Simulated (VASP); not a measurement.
# AlN (P6_3mc) in VASP: further runs, part 2 of 2

VASP 6.6.1. Earlier steps stand in the parts before.

**4. Single point, PBE**

This run uses another cell than the first one, of 9.55 Å³/atom, 1.037 times its volume.

Contents of INCAR:

```
SYSTEM = AlN
PREC = Accurate ; ENCUT = 520
EDIFF = 1E-6 ; ISMEAR = 0
SIGMA = 0.05 ; LREAL = .False.
LASPH = .True. ; NELM = 100
ALGO = Normal ; ISIF = 2
LWAVE = .False. ; LCHARG = .False.
GGA = PE ; NBANDS = 16
```

Contents of KPOINTS:

```
regular mesh
0
Gamma
  9 9 6
  0 0 0
```

Contents of POSCAR:

```
AlN
1.0
    3.1612000000      0.0000000000      0.0000000000
   -1.5806000000      2.7376795064      0.0000000000
    0.0000000000      0.0000000000      4.4149000000
Al N
2 2
Direct
    0.3333333333      0.6666666667     -0.0211236996
    0.6666666667      0.3333333333      0.4788763004
    0.3333333333      0.6666666667      0.4061236996
    0.6666666667      0.3333333333      0.9061236996
```

Potentials or basis: VASP PAW PBE potentials, release 64 (Al, N).

Started as:

```bash
$ cat potpaw_PBE.64/Al/POTCAR potpaw_PBE.64/N/POTCAR > POTCAR
$ mpirun -np 1 vasp_std > vasp.out
```

OUTCAR:

```text
SYSTEM = AlN
   PREC = Accurate
   ENCUT = 520
   EDIFF = 1E-6
   ISMEAR = 0
   LREAL = .False.
   LASPH = .True.
   NELM = 100
   ISIF = 2
   GGA = PE

 ion  position               nearest neighbor table
   1  0.333  0.667  0.979-   4 1.85   4 1.85   4 1.85   3 1.89   3 2.53   2 2.86   2 2.86   2 2.86
                             2 2.86   2 2.86   2 2.86
   2  0.667  0.333  0.479-   3 1.85   3 1.85   3 1.85   4 1.89   4 2.53   1 2.86   1 2.86   1 2.86
                             1 2.86   1 2.86   1 2.86
   3  0.333  0.667  0.406-   2 1.85   2 1.85   2 1.85   1 1.89   1 2.53
   4  0.667  0.333  0.906-   1 1.85   1 1.85   1 1.85   2 1.89   2 2.53

  LATTYP: Found a hexagonal cell.
 ALAT       =     3.1612000000
 C/A-ratio  =     1.3965899026

  Lattice vectors:

 A1 = (   3.1612000000,   0.0000000000,   0.0000000000)
 A2 = (  -1.5806000000,   2.7376795064,   0.0000000000)
 A3 = (   0.0000000000,   0.0000000000,   4.4149000000)

Analysis of symmetry for initial positions (statically):
=====================================================================
 Subroutine PRICEL returns:
 Original cell was already a primitive cell.

 Routine SETGRP: Setting up the symmetry group for a
 hexagonal supercell.

[... 171 lines left out ...]
  energy without entropy =      -29.27754434  energy(sigma->0) =      -29.27754434

 E-fermi :   8.3129     XC(G=0): -11.3204

 val. band max:        8.0799881553   @ k =   0.0000   0.0000   0.0000
 cond. band min:      12.0343302487   @ k =   0.0000   0.0000   0.0000
 fundamental gap:      3.9543420934
 Fermi energy:         8.3129059142

 k-point     1 :       0.0000    0.0000    0.0000
  band No.  band energies     occupation
      1      -8.6884      2.00000
      2      -5.5120      2.00000
      3       1.1187      2.00000
      4       5.4271      2.00000
      5       5.4271      2.00000
      6       6.6169      2.00000
[... 433 lines left out ...]
      3       1.7478      2.00000
      4       2.6687      2.00000
      5       2.6687      2.00000
      6       4.6661      2.00000
[... 8 lines left out ...]
     15      20.0035      0.00000
     16      22.3202      0.00000

 [... further k-points ...]
[... 5 lines left out ...]
  --------------------------------------------------------------------------------------
  -------------------------------------------------------------------------------------
  Total        3.6908703      3.6908703      6.0840633     -0.0000000      0.0000000      0.0000000
  in kB      154.7689800    154.7689800    255.1225574     -0.0000000      0.0000000      0.0000000
  external PRESSURE =     188.2201724 kB  Pullay stress =       0.0000000 kB

 VOLUME and BASIS-vectors are now :
 -----------------------------------------------------------------------------
  energy-cutoff  :      520.00
  volume of cell :       38.21
      direct lattice vectors                 reciprocal lattice vectors
     3.161200000  0.000000000  0.000000000     0.316335569  0.182636426  0.000000000
    -1.580600000  2.737679506  0.000000000     0.000000000  0.365272852  0.000000000
     0.000000000  0.000000000  4.414900000     0.000000000  0.000000000  0.226505697

 POSITION                                       TOTAL-FORCE (eV/Angst)
 -----------------------------------------------------------------------------------
     -0.00000      1.82512      4.32164         0.000000      0.000000      0.000848
      1.58060      0.91256      2.11419        -0.000000     -0.000000      0.000848
     -0.00000      1.82512      1.79300         0.000000     -0.000000     -0.000848
      1.58060      0.91256      4.00045        -0.000000      0.000000     -0.000848
 -----------------------------------------------------------------------------------
    total drift:                                0.000000      0.000000      0.000158

  FREE ENERGIE OF THE ION-ELECTRON SYSTEM (eV)
  ---------------------------------------------------
  free  energy   TOTEN  =       -29.2775443412 eV

  energy  without entropy=      -29.2775443412  energy(sigma->0) =      -29.27754434
```

OSZICAR:

```text
N       E                     dE             d eps       ncg     rms          rms(c)
DAV:   1     0.424521501111E+02    0.42452E+02   -0.74963E+03  1536   0.906E+02
DAV:   2    -0.309809224694E+02   -0.73433E+02   -0.68101E+02  2208   0.194E+02
DAV:   3    -0.342015220875E+02   -0.32206E+01   -0.32132E+01  1792   0.418E+01
DAV:   4    -0.342199315593E+02   -0.18409E-01   -0.18409E-01  1952   0.353E+00
DAV:   5    -0.342201717330E+02   -0.24017E-03   -0.24017E-03  1816   0.406E-01    0.125E+01
DAV:   6    -0.292964079955E+02    0.49238E+01   -0.98896E+00  1912   0.237E+01    0.426E+00
DAV:   7    -0.292931679281E+02    0.32401E-02   -0.78859E-01  1672   0.630E+00    0.303E+00
DAV:   8    -0.292833775285E+02    0.97904E-02   -0.70033E-02  1704   0.233E+00    0.667E-01
DAV:   9    -0.292770558733E+02    0.63217E-02   -0.14499E-02  1992   0.941E-01    0.252E-01
DAV:  10    -0.292776408318E+02   -0.58496E-03   -0.25904E-03  1672   0.332E-01    0.148E-01
DAV:  11    -0.292775403817E+02    0.10045E-03   -0.25372E-04  1672   0.128E-01    0.288E-02
DAV:  12    -0.292775446993E+02   -0.43176E-05   -0.14029E-05  1848   0.302E-02    0.991E-03
DAV:  13    -0.292775443412E+02    0.35812E-06   -0.45935E-06  1744   0.172E-02
   1 F= -.29277544E+02 E0= -.29277544E+02  d E =-.218499E-13
```

Run time: 8.4 s. Hardware: 1 thread of Intel Xeon 6975P-C (Granite Rapids), shared host; peak memory 0.15 GiB.

What came out:

```yaml
Free_energy: -29.2775 eV
Pressure: 18.8 GPa
Band_gap_on_the_k_mesh: 3.95 eV, direct
```

**5. Summary**

```csv
cell,gap on the mesh (eV),pressure (GPa)
"a = 3.036, b = 3.036, c = 4.616 Å, angles 90.0, 90.0, 120.0°, 4 atoms",4.94,35.2
"a = 3.130, b = 3.130, c = 4.415 Å, angles 90.0, 90.0, 120.0°, 4 atoms",4.18,25.1
"a = 3.161, b = 3.161, c = 4.415 Å, angles 90.0, 90.0, 120.0°, 4 atoms",3.95,18.8
```

Alike in all rows: task single point; level PBE; potentials or basis VASP PAW PBE potentials, release 64 (Al, N); no spin polarisation; k mesh 9 × 9 × 6; cutoff (eV) 520; smearing gaussian 0.05 eV.

Total energies depend on the potentials used, so only differences within one code and one set of settings carry meaning.
